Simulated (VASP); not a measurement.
Rh: single point with PBE

The system is Rh.

```
Rh
1.0
     0.00000    1.92282    1.92282
     1.92282    0.00000    1.92282
     1.92282    1.92282    0.00000
Rh
1
Cartesian
  0.0000 0.0000 0.0000
```

* Program: VASP 6.6.1
* Task: single point
* Functional: PBE
* Potentials or basis: VASP PAW PBE potentials, release 64 (Rh_pv)
* Cutoff: 520 eV
* k mesh: 13 × 13 × 13
* Occupations: methfessel-paxton, width 0.1 eV
* Spin: no spin polarisation
* Dipole correction: no
* Further INCAR settings: ALGO = Normal; EDIFF = 1e-06; NBANDS = 14

- Pressure: -3.0 GPa

Levels at points of the mesh, in eV from the Fermi level:
| k point | band 5 | band 6 | band 7 | band 8 | band 9 | band 10 |
| --- | --- | --- | --- | --- | --- | --- |
| (0.00, 0.00, 0.00) | -2.90 | -2.90 | -2.90 | -0.92 | -0.92 | 16.03 |

Run time: 9.5 s on 1 thread of Intel(R) Xeon(R) 6975P-C (Granite Rapids), on a shared host, peak memory 0.13 GiB.
